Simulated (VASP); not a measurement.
A run of VASP 6.6.1:

File INCAR:

```
SYSTEM = Ni
  ALGO = Normal
  EDIFF = 1E-7
  EDIFFG = -0.04
  ENCUT = 600
  GGA = PE
  IBRION = 2
  ISIF = 3
  ISMEAR = 0
  ISPIN = 2
  LASPH = .True.
  LCHARG = .False.
  LMAXMIX = 4
  LORBIT = 11
  LREAL = .False.
  LWAVE = .False.
  MAGMOM = 0.73 0.77 0.73
  NELM = 150
  NSW = 90
  PREC = Accurate
  SIGMA = 0.1
```

KPOINTS

```
k-points
0
Gamma
  6 6 6
  0 0 0
```

The input POSCAR:

```
Ni
1.0
    3.4570057548      0.0000000000      0.0000000000
   -1.7285028774      2.9938548046      0.0000000000
    0.0000000000      0.0000000000      2.9468295850
Ni
3
Direct
    0.3333333333      0.6666666667      0.5000000000
    0.0000000000      0.0000000000      0.0000000000
    0.6666666667      0.3333333333      0.5000000000
```

Potentials or basis: VASP PAW PBE potentials, release 64 (Ni).

Launch:

```bash
$ cat potpaw_PBE.64/Ni/POTCAR > POTCAR
$ mpirun -np 1 vasp_std > vasp.out
```

Hardware: 1 thread of Intel(R) Xeon(R) Platinum 8259CL CPU @ 2.50GHz (Skylake/Cascade Lake), with other jobs on the host.

Q: How long does it take, and how much memory?

A: Run time: 9.5 min on 1 thread of Intel(R) Xeon(R) Platinum 8259CL CPU @ 2.50GHz (Skylake/Cascade Lake) (shared host), peak memory 0.18 GiB. Counts: scf iterations 194, k points 28, ion steps 12.
